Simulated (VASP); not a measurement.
# Ta16C (a cell with a defect) in VASP: further runs, part 2 of 2

VASP 6.6.1.

### 3 Single point, PBE+D3(BJ)

File INCAR:

```
SYSTEM = Ta16C
PREC = Accurate ; ENCUT = 520
EDIFF = 1E-6 ; ISMEAR = 0
SIGMA = 0.05 ; LREAL = Auto
LASPH = .TRUE. ; NELM = 60
ALGO = Normal ; ISIF = 2
LWAVE = .FALSE. ; LCHARG = .FALSE.
GGA = PE ; IVDW = 12
NBANDS = 104
```

File KPOINTS:

```
regular mesh
0
G
  3 3 3
  0 0 0
```

File POSCAR:

```
Ta16C
1.0
    6.6200000000      0.0000000000      0.0000000000
    0.0000000000      6.6200000000      0.0000000000
    0.0000000000      0.0000000000      6.6200000000
Ta C
16 1
Direct
    0.0013649547     -0.0042586103     -0.0004126888
    0.5049019637      0.0118634441     -0.0003232628
    0.0013409366      0.4950687311     -0.0004113293
   -0.0130990937      0.0032842900      0.4996732628
    0.2472049849      0.2454084592      0.2504132931
    0.5049083082      0.4789208459     -0.0003237160
    0.4993111782     -0.0029114804      0.4996154079
    0.7540785498      0.2453880665      0.2504345921
   -0.0131439577      0.4875466767      0.4996746224
    0.2369771903      0.7453880665      0.2830211480
    0.2472425982      0.2454108761      0.7488564955
    0.4993335347      0.4937203927      0.4996185801
    0.7490876133      0.7454182779      0.2525359517
    0.7539776435      0.2453873112      0.7487643505
    0.2370427492      0.7453891239      0.7164265861
    0.7490205438      0.7454214502      0.7467274924
    0.3411093656      0.7453487915     -0.0002876133
```

Potentials or basis: VASP PAW PBE potentials, release 64 (Ta_pv, C).

The run is started by

```sh
cat potpaw_PBE.64/Ta_pv/POTCAR potpaw_PBE.64/C/POTCAR > POTCAR
mpirun -np 1 vasp_std > vasp.out
```

OUTCAR:

```text
SYSTEM = Ta16C
   PREC = Accurate
   ENCUT = 520
   EDIFF = 1E-6
   ISMEAR = 0
   LREAL = Auto
   LASPH = .TRUE.
   NELM = 60
   ISIF = 2
   GGA = PE
   IVDW = 12
 IVDW          = 12

 ion  position               nearest neighbor table
   1  0.001  0.996  1.000-  17 2.79  11 2.85   5 2.85   8 2.86  14 2.86  16 2.89  13 2.89  15 2.95
                            10 2.95   2 3.29   3 3.31   4 3.31   4 3.31   3 3.31   2 3.34
   2  0.505  0.012  1.000-  17 2.07   8 2.80  14 2.80   5 2.84  11 2.84  13 2.92  16 2.92   6 3.09
                            15 3.13  10 3.13   1 3.29   7 3.31   7 3.31   1 3.34   6 3.53
   3  0.001  0.495  1.000-  17 2.79  11 2.85   5 2.85   8 2.86  14 2.86  16 2.89  13 2.89  15 2.95
                            10 2.95   6 3.29   1 3.31   9 3.31   9 3.31   1 3.31   6 3.34
   4  0.987  0.003  0.500-  14 2.77   8 2.77  10 2.78  15 2.78  16 2.84  13 2.84  11 2.87   5 2.87
                             9 3.21   7 3.23   1 3.31   1 3.31   7 3.39   9 3.41
   5  0.247  0.245  0.250-   6 2.84   2 2.84   1 2.85   3 2.85   7 2.87  12 2.87   4 2.87   9 2.87
                             8 3.26  11 3.30  10 3.32  10 3.32  11 3.32   8 3.36
   6  0.505  0.479  1.000-  17 2.07   8 2.80  14 2.80   5 2.84  11 2.84  13 2.92  16 2.92   2 3.09
                            15 3.13  10 3.13   3 3.29  12 3.31  12 3.31   3 3.34   2 3.53
   7  0.499  0.997  0.500-  10 2.80  15 2.80  16 2.86  13 2.86   5 2.87  11 2.87  14 2.87   8 2.88
                             4 3.23  12 3.29   2 3.31   2 3.31  12 3.33   4 3.39
   8  0.754  0.245  0.250-   4 2.77   9 2.77   2 2.80   6 2.80   1 2.86   3 2.86   7 2.88  12 2.88
                             5 3.26  14 3.30  13 3.31  13 3.31  14 3.32   5 3.36
   9  0.987  0.488  0.500-  14 2.77   8 2.77  10 2.78  15 2.78  16 2.84  13 2.84  11 2.87   5 2.87
                             4 3.21  12 3.23   3 3.31   3 3.31  12 3.39   4 3.41
  10  0.237  0.745  0.283-  17 2.00   9 2.78   4 2.78  12 2.80   7 2.80  15 2.87   3 2.95   1 2.95
                             6 3.13   2 3.13  13 3.24   5 3.32   5 3.32  13 3.40
  11  0.247  0.245  0.749-   6 2.84   2 2.84   1 2.85   3 2.85   7 2.87  12 2.87   4 2.87   9 2.87
                            14 3.27   5 3.30  15 3.32  15 3.32   5 3.32  14 3.35
  12  0.499  0.494  0.500-  10 2.80  15 2.80  16 2.86  13 2.86  11 2.87   5 2.87  14 2.87   8 2.88
                             9 3.23   7 3.29   6 3.31   6 3.31   7 3.33   9 3.39
  13  0.749  0.745  0.253-   9 2.84   4 2.84   7 2.86  12 2.86   1 2.89   3 2.89   2 2.92   6 2.92
                            10 3.24  16 3.27   8 3.31   8 3.31  16 3.35  10 3.40
  14  0.754  0.245  0.749-   4 2.77   9 2.77   2 2.80   6 2.80   1 2.86   3 2.86   7 2.87  12 2.87
                            11 3.27   8 3.30  16 3.31  16 3.31   8 3.32  11 3.35
  15  0.237  0.745  0.716-  17 2.00   9 2.78   4 2.78  12 2.80   7 2.80  10 2.87   3 2.95   1 2.95
                             6 3.13   2 3.13  16 3.24  11 3.32  11 3.32  16 3.40
  16  0.749  0.745  0.747-   9 2.84   4 2.84   7 2.86  12 2.86   1 2.89   3 2.89   2 2.92   6 2.92
                            15 3.24  13 3.27  14 3.31  14 3.31  13 3.35  15 3.40
  17  0.341  0.745  1.000-  15 2.00  10 2.00   6 2.07   2 2.07   3 2.79   1 2.79

  LATTYP: Found a simple cubic cell.
 ALAT       =     6.6200000000

  Lattice vectors:

 A1 = (   6.6200000000,   0.0000000000,   0.0000000000)
 A2 = (   0.0000000000,   6.6200000000,   0.0000000000)
 A3 = (   0.0000000000,   0.0000000000,   6.6200000000)

Analysis of symmetry for initial positions (statically):
=====================================================================
 Subroutine PRICEL returns:
 Original cell was already a primitive cell.

 Routine SETGRP: Setting up the symmetry group for a
 simple cubic supercell.

 Subroutine GETGRP returns: Found  1 space group operations
 (whereof  1 operations were pure point group operations)
 out of a pool of 48 trial point group operations.

The static configuration has the point symmetry C_1 .

Analysis of symmetry for dynamics (positions and initial velocities):
=====================================================================
 Subroutine PRICEL returns:
 Original cell was already a primitive cell.

 Routine SETGRP: Setting up the symmetry group for a
 simple cubic supercell.
[... 119 lines left out ...]
   LNONCOLLINEAR =      F non collinear calculations
   LSORBIT =      F    spin-orbit coupling
   LASPH  =      T    aspherical Exc in radial PAW
   ENCUT  =  520.0 eV  38.22 Ry    6.18 a.u.  12.31 12.31 12.31*2*pi/ulx,y,z
   NELM   =     60;   NELMIN=  2; NELMDL= -5     # of ELM steps
   EDIFF  = 0.1E-05   stopping-criterion for ELM
   LREAL  =      T    real-space projection
   EDIFFG = 0.1E-04   stopping-criterion for IOM
   NSW    =      0    number of steps for IOM
   IBRION =     -1    ionic relax: 0-MD 1-quasi-New 2-CG
   NFREE  =      0    steps in history (QN), initial steepest desc. (CG)
   ISIF   =      2    stress and relaxation
   ISYM   =      2    0-nonsym 1-usesym 2-fastsym
   POTIM  = 0.5000    time-step for ionic-motion
   TEBEG  =    0.0;   TEEND  =   0.0 temperature during run
   PSTRESS=    0.0 pullay stress
   NELECT =     180.0000    total number of electrons
   NUPDOWN=      -1.0000    fix difference up-down
   EMIN   =  10.00;   EMAX   =-10.00  energy-range for DOS
   EFERMI =   0.00;   METHOD = LEGACY
   ISMEAR =     0;   SIGMA  =   0.05  broadening in eV -4-tet -1-fermi 0-gaus
   EFERMI_NEDOS =   21; number of points for ismear=-14 and -15
   IALGO  =     38    algorithm
   IMIX   =      4    mixing-type and parameters
     AMIX     =   0.40;   BMIX     =  1.00
     AMIX_MAG =   1.60;   BMIX_MAG =  1.00
  volume/ion in A,a.u.               =      17.07       115.17
  Fermi-wavevector in a.u.,A,eV,Ry     =   1.396286  2.638598 26.526112  1.949614
  Thomas-Fermi vector in A             =   2.519655
   LORBIT       =      0    0 simple, 1 ext, 2 COOP (PROOUT), +10 PAW based schemes
   GGA     = PE    functional components
   LHFCALC =     F    Hartree Fock is set to
   AEXX    =    0.0000 exact exchange contribution
   IVDW    =    12    specifies the selected vdW correction
   LEPSILON=     F    determine dielectric tensor
   LRPA    =     F    only Hartree local field effects (RPA)
 non-spin polarized calculation
 Gauss-broadening in eV      SIGMA  =   0.05
  energy-cutoff  :      520.00
  volume of cell :      290.12
 maximum number of plane-waves:      7820
 NGX is ok and might be reduce to    50
   NGX = 25   NGY = 25   NGZ = 25

 number of electron     180.0000001 magnetization

 Free energy of the ion-electron system (eV)
  ---------------------------------------------------
  ext. energy  EPLUGINS =         0.00000000
  ---------------------------------------------------
  free energy    TOTEN  =      -197.35826090 eV

  energy without entropy =     -197.33249852  energy(sigma->0) =     -197.34537971

 E-fermi :   5.6715     XC(G=0): -12.6897

 val. band max:        5.6564751706   @ k =  -0.3333   0.3333   0.0000
 cond. band min:       5.6838411841   @ k =   0.0000   0.3333   0.3333
 fundamental gap:      0.0273660135
 Fermi energy:         5.6714800825

 k-point     1 :       0.0000    0.0000    0.0000
  band No.  band energies     occupation
      1     -28.7118      2.00000
      2     -28.5999      2.00000
      3     -28.5864      2.00000
      4     -28.5735      2.00000
      5     -28.5620      2.00000
      6     -28.5567      2.00000
[... 1459 lines left out ...]
    101       8.5175      0.00000
    102       8.5960      0.00000
 [bands above 102 left out]

------------------------ aborting loop because EDIFF is reached ----------------------------------------

 Edisp (eV)  -10.94171

 E8    (eV) :    -5.6825

  FORCE on cell =-STRESS in cart. coord.  units (eV):
  Direction    XX          YY          ZZ          XY          YZ          ZX
  --------------------------------------------------------------------------------------
  -------------------------------------------------------------------------------------
  Total      -0.89931     4.26170     9.93915    -0.00438    -0.00139     0.00059
  in kB      -4.96644    23.53526    54.88905    -0.02416    -0.00770     0.00327
  external pressure =       24.49 kB  Pullay stress =        0.00 kB

 VOLUME and BASIS-vectors are now :
 -----------------------------------------------------------------------------
  energy-cutoff  :      520.00
  volume of cell :      290.12
      direct lattice vectors                 reciprocal lattice vectors
     6.620000000  0.000000000  0.000000000     0.151057402  0.000000000  0.000000000
     0.000000000  6.620000000  0.000000000     0.000000000  0.151057402  0.000000000
     0.000000000  0.000000000  6.620000000     0.000000000  0.000000000  0.151057402

 POSITION                                       TOTAL-FORCE (eV/Angst)
 -----------------------------------------------------------------------------------
      0.00904      6.59181      6.61727         0.132227     -0.062445      0.002869
      3.34245      0.07854      6.61786        -0.013021     -0.184572     -0.001114
      0.00888      3.27735      6.61728         0.132877      0.066037      0.002363
      6.53328      0.02174      3.30784        -0.015763      0.080480     -0.000771
      1.63650      1.62460      1.65774         0.049886     -0.000200      0.006500
      3.34249      3.17046      6.61786        -0.012734      0.180456     -0.001029
[... 9 lines left out ...]
      4.95852      4.93469      4.94334         0.094886     -0.000173      0.004248
      2.25814      4.93421      6.61810        -0.737186      0.006757      0.001009
 -----------------------------------------------------------------------------------
    total drift:                               -0.001217      0.008329     -0.001071

  FREE ENERGIE OF THE ION-ELECTRON SYSTEM (eV)
  ---------------------------------------------------
  free  energy   TOTEN  =      -208.2999743012 eV

  energy  without entropy=     -208.2742119192  energy(sigma->0) =     -208.28709311
```

Wall time 18 min (1 thread of Oxide Virtual Turin-like, shared host); peak memory 0.48 GiB.

What came out:

```
Free energy                : -208.3000 eV
Pressure                   : 2.4 GPa
Largest force              : 0.737 eV/Å
Band gap on the k mesh     : zero (band 90 reaches 6.67 eV, above the bottom of band 91 at 5.30 eV)
Dispersion energy per atom : -0.644 eV
```

Forces on the atoms (eV/Å):
```
Ta   0.132 -0.062  0.003
Ta  -0.013 -0.185 -0.001
Ta   0.133  0.066  0.002
Ta  -0.016  0.080 -0.001
Ta   0.050  0.000  0.006
Ta  -0.013  0.180 -0.001
Ta   0.084  0.030  0.001
Ta   0.002  0.000 -0.094
Ta  -0.012 -0.084 -0.001
Ta   0.035  0.000  0.245
Ta   0.048  0.000 -0.004
Ta   0.085 -0.030  0.001
Ta   0.093 -0.001 -0.003
Ta   0.005  0.000  0.098
Ta   0.029 -0.001 -0.258
Ta   0.095  0.000  0.004
C   -0.737  0.007  0.001
```

Stress tensor (GPa, compression positive):
```
-0.50  0.00  0.00
 0.00  2.35  0.00
 0.00  0.00  5.49
```

Caveat: spin-orbit coupling is left out, which moves the levels of the heavy elements.

### 4 Single point, PBE+D3(BJ)

File INCAR:

```
PREC = Accurate
ENCUT = 520
EDIFF = 1E-6
ISMEAR = 0
SIGMA = 0.05
LREAL = Auto
LASPH = T
NELM = 60
ALGO = Normal
ISIF = 2
LWAVE = F
LCHARG = F
GGA = PE
IVDW = 12
NBANDS = 104
```

File KPOINTS:

```
Automatic mesh
0
Gamma
  3 3 3
```

File POSCAR:

```
Ta16C
1.0
    6.6200000000      0.0000000000      0.0000000000
    0.0000000000      6.6200000000      0.0000000000
    0.0000000000      0.0000000000      6.6200000000
Ta C
16 1
Direct
    0.0063913897     -0.0096110272     -0.0003891239
    0.5017407855      0.0027944109     -0.0002927492
    0.0063676737      0.4987265861     -0.0003885196
   -0.0146660121      0.0052018127      0.4996947130
    0.2480247734      0.2445637462      0.2508358006
    0.5017422961      0.4862941088     -0.0002939577
    0.5023472810     -0.0009735650      0.4996333837
    0.7530498489      0.2445370091      0.2466444109
   -0.0147184290      0.4839515106      0.4996981873
    0.2395649547      0.7445324773      0.2903640483
    0.2480703927      0.2445658610      0.7484667674
    0.5023732628      0.4901006042      0.4996368580
    0.7506451662      0.7445735650      0.2521481873
    0.7529487915      0.2445364048      0.7525974320
    0.2396167674      0.7445345921      0.7090938066
    0.7505725076      0.7445780967      0.7471755287
    0.3109462236      0.7445015106     -0.0002637462
```

The run is started by

```sh
cat potpaw_PBE.64/Ta_pv/POTCAR potpaw_PBE.64/C/POTCAR > POTCAR
mpirun -np 1 vasp_std > vasp.out
```

It took 18 min on 1 thread of Oxide Virtual Turin-like, shared host; peak memory 0.48 GiB.

It converged, with:

| Item | Value |
| --- | --- |
| Free energy | -208.6126 eV |
| Pressure | 2.2 GPa |
| Largest force | 1.238 eV/Å |
| Band gap on the k mesh | zero (band 90 reaches 6.65 eV, above the bottom of band 91 at 5.29 eV) |
| Dispersion energy per atom | -0.644 eV |

Forces on the atoms (eV/Å):
```
Ta   0.245 -0.191  0.002
Ta  -0.082 -0.323 -0.002
Ta   0.245  0.189  0.002
Ta  -0.033  0.109 -0.001
Ta   0.069  0.001  0.019
Ta  -0.080  0.319 -0.002
Ta   0.172  0.122  0.001
Ta  -0.005  0.001 -0.168
Ta  -0.031 -0.114 -0.001
Ta   0.147  0.001  0.347
Ta   0.068  0.000 -0.017
Ta   0.170 -0.124  0.002
Ta   0.102  0.001 -0.022
Ta   0.000  0.001  0.171
Ta   0.145  0.001 -0.354
Ta   0.105  0.000  0.024
C   -1.238  0.010 -0.001
```

Stress tensor (GPa, compression positive):
```
-1.13  0.00  0.00
 0.00  0.81  0.00
 0.00  0.00  7.06
```

Levels at points of the mesh, in eV from the Fermi level:
```csv
k point,band 88,band 89,band 90,band 91,band 92,band 93
"(0.00, 0.00, 0.00)",0.72,0.98,0.98,1.00,1.01,1.12
```

Caveat: spin-orbit coupling is left out, which moves the levels of the heavy elements.
